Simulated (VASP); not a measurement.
# Si2SnB3 (Cmm2) in VASP: notebook

Runs on Si2SnB3. Level: PBE. Tasks: single point.

All numbers are computed with VASP 6.6.1; they aren't measurements. Logs are shortened: lines on timing, memory, paths and dates and some standing lists are left out, and cuts for length are marked.

## (1) The cell of the first run

Symmetry: Cmm2, No. 35, orthorhombic system. Conventional cell: a = 6.814 Å, b = 8.264 Å, c = 5.921 Å, α = 90.00°, β = 90.00°, γ = 90.00°. Within 3.0 Å of Si (site symmetry 2) lie 4 B at 2.10 to 2.90 Å and 1 Si at 2.41 Å and 2 Sn at 2.82 Å. Within 2.8 Å of Si (site symmetry 2) lie 2 B at 2.09 Å and 1 Si at 2.41 Å. Sn (site symmetry mm2) has 2 Sn at 2.93 to 2.99 Å and 8 Si at 3.02 to 3.41 Å and 18 B at 3.42 to 4.34 Å within 4.4 Å. Sn (site symmetry mm2) has 8 Si at 2.82 to 3.09 Å and 2 Sn at 2.93 to 2.99 Å and 18 B at 3.42 to 4.35 Å within 4.4 Å. Within 2.3 Å of B (site symmetry m) lie 3 B at 1.70 to 1.79 Å and 2 Si at 2.10 Å. Within 2.3 Å of B (site symmetry m) lie 3 B at 1.70 to 1.76 Å and 2 Si at 2.09 Å. B (site symmetry mm2) has 4 B at 1.75 Å within 2.3 Å. B (site symmetry mm2) has 4 B at 1.70 Å within 2.3 Å.

## (2) Single point, PBE

Contents of INCAR:

```
SYSTEM = Si2SnB3
ALGO = Normal
EDIFF = 1E-6
ENCUT = 520
GGA = PE
ISIF = 2
ISMEAR = 0
LASPH = .TRUE.
LCHARG = .FALSE.
LREAL = .FALSE.
LWAVE = .FALSE.
NBANDS = 43
NELM = 60
PREC = Accurate
SIGMA = 0.1
```

Contents of KPOINTS:

```
k-points
0
G
  6 6 6
  0 0 0
```

Contents of POSCAR:

```
Si2SnB3
1.0
    3.4070783138     -4.1317682323      0.0000000000
    3.4070783138      4.1317682323      0.0000000000
    0.0000000000      0.0000000000      5.9207234586
Si Sn B
4 2 6
Direct
    0.0000000000      0.5000000000      0.3130095513
    0.0000000000      0.5000000000      0.7202700698
    0.5000000000      0.0000000000      0.3130095513
    0.5000000000      0.0000000000      0.7202700698
    0.0000000000      0.0000000000      0.9568549951
    0.0000000000      0.0000000000      0.4614150354
    0.6084634533      0.3915365467      0.2473179026
    0.6062023157      0.3937976843      0.7570948858
    0.3915365467      0.6084634533      0.2473179026
    0.3937976843      0.6062023157      0.7570948858
    0.5000000000      0.5000000000      0.5021248660
    0.5000000000      0.5000000000      0.0034444819
```

Potentials or basis: VASP PAW PBE potentials, release 64 (Si, Sn_d, B).

Started as:

```console
$ cat potpaw_PBE.64/Si/POTCAR potpaw_PBE.64/Sn_d/POTCAR potpaw_PBE.64/B/POTCAR > POTCAR
$ mpirun -np 1 vasp_std > vasp.out
```

OUTCAR:

```text
SYSTEM = Si2SnB3
   EDIFF = 1E-6
   ENCUT = 520
   GGA = PE
   ISIF = 2
   ISMEAR = 0
   LASPH = .TRUE.
   LREAL = .FALSE.
   NELM = 60
   PREC = Accurate

 ion  position               nearest neighbor table
   1  0.000  0.500  0.313-   7 2.10   9 2.10   2 2.41   6 2.82   6 2.82   5 3.41   5 3.41
   2  0.000  0.500  0.720-   8 2.09  10 2.09   1 2.41   5 3.02   5 3.02   6 3.09   6 3.09
   3  0.500  0.000  0.313-   7 2.10   9 2.10   4 2.41   6 2.82   6 2.82   5 3.41   5 3.41
   4  0.500  0.000  0.720-   8 2.09  10 2.09   3 2.41   5 3.02   5 3.02   6 3.09   6 3.09
   5  0.000  0.000  0.957-   6 2.93   6 2.99   4 3.02   2 3.02   2 3.02   4 3.02   1 3.41   1 3.41
                             3 3.41   3 3.41
   6  0.000  0.000  0.461-   1 2.82   3 2.82   1 2.82   3 2.82   5 2.93   5 2.99   2 3.09   2 3.09
                             4 3.09   4 3.09
   7  0.608  0.392  0.247-  12 1.70  11 1.75   9 1.79   3 2.10   1 2.10
   8  0.606  0.394  0.757-  12 1.70  11 1.75  10 1.76   4 2.09   2 2.09
   9  0.392  0.608  0.247-  12 1.70  11 1.75   7 1.79   3 2.10   1 2.10
  10  0.394  0.606  0.757-  12 1.70  11 1.75   8 1.76   4 2.09   2 2.09
  11  0.500  0.500  0.502-   8 1.75  10 1.75   9 1.75   7 1.75
  12  0.500  0.500  0.003-   7 1.70   9 1.70   8 1.70  10 1.70

  LATTYP: Found a base centered orthorhombic cell.
 ALAT       =     6.8141566276
 B/A-ratio  =     1.2127012800
 C/A-ratio  =     0.8688857304

  Lattice vectors:

 A1 = (   3.4070783138,  -4.1317682323,   0.0000000000)
 A2 = (   3.4070783138,   4.1317682323,   0.0000000000)
 A3 = (   0.0000000000,   0.0000000000,   5.9207234586)

Analysis of symmetry for initial positions (statically):
=====================================================================
 Subroutine PRICEL returns:
 Original cell was already a primitive cell.

 Routine SETGRP: Setting up the symmetry group for a
 base centered orthorhombic supercell.

 Subroutine GETGRP returns: Found  4 space group operations
 (whereof  4 operations were pure point group operations)
 out of a pool of  8 trial point group operations.

The static configuration has the point symmetry C_2v.

Analysis of symmetry for dynamics (positions and initial velocities):
=====================================================================
 Subroutine PRICEL returns:
 Original cell was already a primitive cell.

 Routine SETGRP: Setting up the symmetry group for a
 base centered orthorhombic supercell.

 Subroutine GETGRP returns: Found  4 space group operations
 (whereof  4 operations were pure point group operations)
 out of a pool of  8 trial point group operations.

The dynamic configuration has the point symmetry C_2v.

 Subroutine INISYM returns: Found  4 space group operations
 (whereof  4 operations are pure point group operations),
 and found     1 'primitive' translations

----------------------------------------------------------------------------------------

                                     Primitive cell

  volume of cell :     166.6951

  direct lattice vectors                    reciprocal lattice vectors
     3.407078314 -4.131768232  0.000000000     0.146753304 -0.121013564  0.000000000
     3.407078314  4.131768232  0.000000000     0.146753304  0.121013564  0.000000000
     0.000000000  0.000000000  5.920723459     0.000000000  0.000000000  0.168898279

  length of vectors
     5.355342320  5.355342320  5.920723459     0.190212552  0.190212552  0.168898279

  position of ions in fractional coordinates (direct lattice)
     0.000000000  0.500000000  0.313009551
     0.000000000  0.500000000  0.720270070
     0.500000000  0.000000000  0.313009551
     0.500000000  0.000000000  0.720270070
     0.000000000  0.000000000  0.956854995
     0.000000000  0.000000000  0.461415035
     0.608463453  0.391536547  0.247317903
     0.606202316  0.393797684  0.757094886
     0.391536547  0.608463453  0.247317903
     0.393797684  0.606202316  0.757094886
     0.500000000  0.500000000  0.502124866
     0.500000000  0.500000000  0.003444482

  ion indices of the primitive-cell ions
   primitive index   ion index
                 1           1
                 2           2
                 3           3
                 4           4
                 5           5
                 6           6
                 7           7
                 8           8
                 9           9
                10          10
                11          11
                12          12

----------------------------------------------------------------------------------------

 KPOINTS: k-points

Automatic generation of k-mesh.
 Grid dimensions read from file:
 generate k-points for:    6    6    6

 Generating k-lattice:

  Cartesian coordinates                     Fractional coordinates (reciprocal lattice)
     0.024458884 -0.020168927  0.000000000     0.166666667  0.000000000  0.000000000
     0.024458884  0.020168927  0.000000000     0.000000000  0.166666667  0.000000000
     0.000000000  0.000000000  0.028149713     0.000000000  0.000000000  0.166666667

  Length of vectors
     0.031702092  0.031702092  0.028149713

  Shift w.r.t. Gamma in fractional coordinates (k-lattice)
     0.000000000  0.000000000  0.000000000

 Subroutine IBZKPT returns following result:
 ===========================================

 Found     52 irreducible k-points:

 Following reciprocal coordinates:
            Coordinates               Weight
  0.000000  0.000000  0.000000      1.000000
  0.166667  0.000000  0.000000      4.000000
  0.333333 -0.000000  0.000000      4.000000
  0.500000  0.000000  0.000000      2.000000
  0.166667  0.166667  0.000000      2.000000
  0.333333  0.166667  0.000000      4.000000
[... 16 lines left out ...]
  0.333333  0.333333  0.166667      4.000000
  0.500000  0.333333  0.166667      8.000000
 [... further k-points ...]
   k-points           NKPTS =     52   k-points in BZ     NKDIM =     52   number of bands    NBANDS=     43
   number of dos      NEDOS =    301   number of ions     NIONS =     12
   total plane-waves  NPLWV =  76800
   dimension x,y,z NGX =    40 NGY =   40 NGZ =   48
   dimension x,y,z NGXF=    80 NGYF=   80 NGZF=   96
   ions per type =               4   2   6
   NGX,Y,Z   is equivalent  to a cutoff of  12.42, 12.42, 13.48 a.u.
   NGXF,Y,Z  is equivalent  to a cutoff of  24.83, 24.83, 26.96 a.u.
 SYSTEM =  Si2SnB3
   PREC   = accura    normal or accurate (medium, high low for compatibility)
   ISTART =      0    job   : 0-new  1-cont  2-samecut
   ICHARG =      2    charge: 1-file 2-atom 10-const
   ISPIN  =      1    spin polarized calculation?
   LNONCOLLINEAR =      F non collinear calculations
   LSORBIT =      F    spin-orbit coupling
   LASPH  =      T    aspherical Exc in radial PAW
   ENCUT  =  520.0 eV  38.22 Ry    6.18 a.u.   9.96  9.96 11.01*2*pi/ulx,y,z
   NELM   =     60;   NELMIN=  2; NELMDL= -5     # of ELM steps
   EDIFF  = 0.1E-05   stopping-criterion for ELM
   LREAL  =      F    real-space projection
   EDIFFG = 0.1E-04   stopping-criterion for IOM
   NSW    =      0    number of steps for IOM
   IBRION =     -1    ionic relax: 0-MD 1-quasi-New 2-CG
   NFREE  =      0    steps in history (QN), initial steepest desc. (CG)
   ISIF   =      2    stress and relaxation
   ISYM   =      2    0-nonsym 1-usesym 2-fastsym
   POTIM  = 0.5000    time-step for ionic-motion
   TEBEG  =    0.0;   TEEND  =   0.0 temperature during run
   PSTRESS=    0.0 pullay stress
   NELECT =      62.0000    total number of electrons
   NUPDOWN=      -1.0000    fix difference up-down
   EMIN   =  10.00;   EMAX   =-10.00  energy-range for DOS
   EFERMI =   0.00;   METHOD = LEGACY
   ISMEAR =     0;   SIGMA  =   0.10  broadening in eV -4-tet -1-fermi 0-gaus
   EFERMI_NEDOS =   21; number of points for ismear=-14 and -15
   IALGO  =     38    algorithm
   IMIX   =      4    mixing-type and parameters
     AMIX     =   0.40;   BMIX     =  1.00
     AMIX_MAG =   1.60;   BMIX_MAG =  1.00
  volume/ion in A,a.u.               =      13.89        93.74
  Fermi-wavevector in a.u.,A,eV,Ry     =   1.177329  2.224829 18.859079  1.386103
  Thomas-Fermi vector in A             =   2.313677
   LORBIT       =      0    0 simple, 1 ext, 2 COOP (PROOUT), +10 PAW based schemes
   GGA     = PE    functional components
   LHFCALC =     F    Hartree Fock is set to
   AEXX    =    0.0000 exact exchange contribution
   IVDW    =     0    specifies the selected vdW correction
   LEPSILON=     F    determine dielectric tensor
   LRPA    =     F    only Hartree local field effects (RPA)
 non-spin polarized calculation
 Gauss-broadening in eV      SIGMA  =   0.10
  energy-cutoff  :      520.00
  volume of cell :      166.70
 maximum number of plane-waves:      4510
   NGX = 19   NGY = 19   NGZ = 23

 number of electron      61.9999992 magnetization

 Free energy of the ion-electron system (eV)
  ---------------------------------------------------
  ext. energy  EPLUGINS =         0.00000000
  ---------------------------------------------------
  free energy    TOTEN  =       -64.52128132 eV

  energy without entropy =      -64.50158853  energy(sigma->0) =      -64.51143492

 E-fermi :   7.3843     XC(G=0): -10.7072

 val. band max:        7.3774744522   @ k =  -0.3333   0.1667   0.0000
 cond. band min:       7.3887741165   @ k =   0.1667   0.0000   0.5000
 fundamental gap:      0.0112996643
 Fermi energy:         7.3842836229

 k-point     1 :       0.0000    0.0000    0.0000
  band No.  band energies     occupation
      1     -14.3429      2.00000
      2     -14.1999      2.00000
      3     -14.1972      2.00000
      4     -14.1645      2.00000
      5     -14.1265      2.00000
      6     -13.9106      2.00000
[... 35 lines left out ...]
     42      11.9542      0.00000
     43      12.8537      0.00000
[... 1017 lines left out ...]
      3     -14.1922      2.00000
      4     -14.1587      2.00000
      5     -14.1273      2.00000
      6     -13.9182      2.00000
[... 35 lines left out ...]
     42      12.0381      0.00000
     43      12.2564      0.00000

 [... further k-points ...]

------------------------ aborting loop because EDIFF is reached ----------------------------------------

  FORCE on cell =-STRESS in cart. coord.  units (eV):
  Direction    XX          YY          ZZ          XY          YZ          ZX
  --------------------------------------------------------------------------------------
  -------------------------------------------------------------------------------------
  Total       -0.0707938     -0.0608256     -0.0040712      0.0000000      0.0000000      0.0000000
  in kB       -0.6804297     -0.5846211     -0.0391302      0.0000000      0.0000000      0.0000000
  external PRESSURE =      -0.4347270 kB  Pullay stress =       0.0000000 kB

 VOLUME and BASIS-vectors are now :
 -----------------------------------------------------------------------------
  energy-cutoff  :      520.00
  volume of cell :      166.70
      direct lattice vectors                 reciprocal lattice vectors
     3.407078314 -4.131768232  0.000000000     0.146753304 -0.121013564  0.000000000
     3.407078314  4.131768232  0.000000000     0.146753304  0.121013564  0.000000000
     0.000000000  0.000000000  5.920723459     0.000000000  0.000000000  0.168898279

 POSITION                                       TOTAL-FORCE (eV/Angst)
 -----------------------------------------------------------------------------------
      1.70354      2.06588      1.85324        -0.000000      0.000000      0.000722
      1.70354      2.06588      4.26452         0.000000      0.000000      0.003261
      1.70354     -2.06588      1.85324         0.000000      0.000000      0.000722
      1.70354     -2.06588      4.26452        -0.000000      0.000000      0.003261
      0.00000      0.00000      5.66527         0.000000      0.000000     -0.000052
      0.00000      0.00000      2.73191         0.000000      0.000000     -0.000722
      3.40708     -0.89629      1.46430         0.000000     -0.006012     -0.002842
      3.40708     -0.87761      4.48255         0.000000     -0.003575     -0.000916
      3.40708      0.89629      1.46430         0.000000      0.006012     -0.002842
      3.40708      0.87761      4.48255         0.000000      0.003575     -0.000916
      3.40708      0.00000      2.97294         0.000000      0.000000     -0.001394
      3.40708      0.00000      0.02039        -0.000000      0.000000      0.001717
 -----------------------------------------------------------------------------------
    total drift:                                0.000000      0.000000     -0.000353

  FREE ENERGIE OF THE ION-ELECTRON SYSTEM (eV)
  ---------------------------------------------------
  free  energy   TOTEN  =       -64.5212813169 eV

  energy  without entropy=      -64.5015885319  energy(sigma->0) =      -64.51143492
```

Wall time 4 min (1 thread of Intel Xeon Platinum 8559C (Emerald Rapids), shared host); peak memory 0.44 GiB.

Results:

| Quantity | Value |
| --- | --- |
| Free energy | -64.5213 eV |
| Pressure | 0.0 GPa |
| Largest force | 0.007 eV/Å |
| Band gap on the k mesh | zero (bands 31 and 32 overlap by 1.12 eV) |

Forces on the atoms (eV/Å):
```
Si   0.000  0.000  0.001
Si   0.000  0.000  0.003
Si   0.000  0.000  0.001
Si   0.000  0.000  0.003
Sn   0.000  0.000  0.000
Sn   0.000  0.000 -0.001
B    0.000 -0.006 -0.003
B    0.000 -0.004 -0.001
B    0.000  0.006 -0.003
B    0.000  0.004 -0.001
B    0.000  0.000 -0.001
B    0.000  0.000  0.002
```

Levels at points of the mesh, in eV from the Fermi level:
| k point | band 29 | band 30 | band 31 | band 32 | band 33 | band 34 |
| --- | --- | --- | --- | --- | --- | --- |
| (0.00, 0.00, 0.00) | -2.04 | -1.19 | -0.56 | -0.52 | 1.16 | 1.54 |
| (0.50, 0.00, 0.00) | -2.05 | -0.52 | -0.30 | 0.37 | 0.89 | 1.34 |
| (0.50, 0.50, 0.00) | -0.90 | -0.83 | 0.56 | 0.72 | 1.81 | 2.22 |
| (0.00, 0.00, 0.50) | -1.00 | -0.47 | -0.45 | -0.39 | 0.43 | 1.93 |
| (0.50, 0.00, 0.50) | -1.67 | -1.07 | -0.16 | 0.62 | 0.71 | 0.75 |
| (0.50, 0.50, 0.50) | -0.80 | -0.22 | -0.05 | 0.48 | 0.57 | 0.78 |

Caveat: spin-orbit coupling is left out, which moves the levels of the heavy elements.

## (3) Single point, PBE (14.31 Å³/atom)

This run uses another cell than the first one, of 14.31 Å³/atom.

Contents of INCAR:

```
SYSTEM = Si2SnB3
PREC = Accurate
ENCUT = 520
EDIFF = 1E-6
ISMEAR = 0
SIGMA = 0.1
LREAL = .FALSE.
LASPH = .TRUE.
NELM = 100
ALGO = Normal
ISIF = 2
LWAVE = .FALSE.
LCHARG = .TRUE.
GGA = PE
LELF = .TRUE.
LVHAR = .TRUE.
NBANDS = 43
```

Contents of KPOINTS:

```
regular mesh
0
G
  6 6 6
  0 0 0
```

Contents of POSCAR:

```
Si2SnB3
1.0
    3.4472970783     -4.1812019422      0.0000000000
    3.4472970783      4.1812019422      0.0000000000
    0.0000000000      0.0000000000      5.9559386438
Si Sn B
4 2 6
Direct
    0.0000000000      0.5000000000      0.3202707935
    0.0000000000      0.5000000000      0.7241630023
    0.5000000000      0.0000000000      0.3202707935
    0.5000000000      0.0000000000      0.7241630023
    0.0000000000      0.0000000000      0.9347813308
    0.0000000000      0.0000000000      0.4381975129
    0.6079567542      0.3920432458      0.2512906969
    0.6053634082      0.3946365918      0.7606644195
    0.3920432458      0.6079567542      0.2512906969
    0.3946365918      0.6053634082      0.7606644195
    0.5000000000      0.5000000000      0.5060111427
    0.5000000000      0.5000000000      0.0074563866
```

Potentials or basis: VASP PAW PBE potentials, release 64 (Si, Sn_d, B).

Started as:

```console
$ cat potpaw_PBE.64/Si/POTCAR potpaw_PBE.64/Sn_d/POTCAR potpaw_PBE.64/B/POTCAR > POTCAR
$ mpirun -np 1 vasp_std > vasp.out
```

It took 4.1 min on 1 thread of Intel Xeon Platinum 8559C (Emerald Rapids), shared host; peak memory 0.45 GiB.

It converged, with:

* Free energy: -64.4830 eV
* Pressure: -2.4 GPa
* Largest force: 0.011 eV/Å
* Band gap on the k mesh: zero (bands 31 and 32 overlap by 1.16 eV)

Forces in eV/Å, atoms in the order of the input:
```
Si   0.000  0.000  0.011
Si   0.000  0.000 -0.008
Si   0.000  0.000  0.011
Si   0.000  0.000 -0.008
Sn   0.000  0.000 -0.002
Sn   0.000  0.000 -0.001
B    0.000 -0.004 -0.006
B    0.000 -0.004  0.006
B    0.000  0.004 -0.006
B    0.000  0.004  0.006
B    0.000  0.000  0.005
B    0.000  0.000 -0.009
```

Levels at points of the mesh, in eV from the Fermi level:
```csv
k point,band 29,band 30,band 31,band 32,band 33,band 34
"(0.00, 0.00, 0.00)",-2.04,-1.01,-0.78,-0.58,1.32,1.64
"(0.50, 0.00, 0.00)",-1.98,-0.51,-0.49,0.38,0.87,1.37
"(0.50, 0.50, 0.00)",-0.87,-0.73,0.54,0.73,1.53,2.21
"(0.00, 0.00, 0.50)",-0.92,-0.45,-0.43,-0.30,0.58,1.88
"(0.50, 0.00, 0.50)",-1.65,-0.97,-0.10,0.69,0.74,0.77
"(0.50, 0.50, 0.50)",-0.66,-0.24,-0.07,0.59,0.71,0.75
```

Caveat: spin-orbit coupling is left out, which moves the levels of the heavy elements.
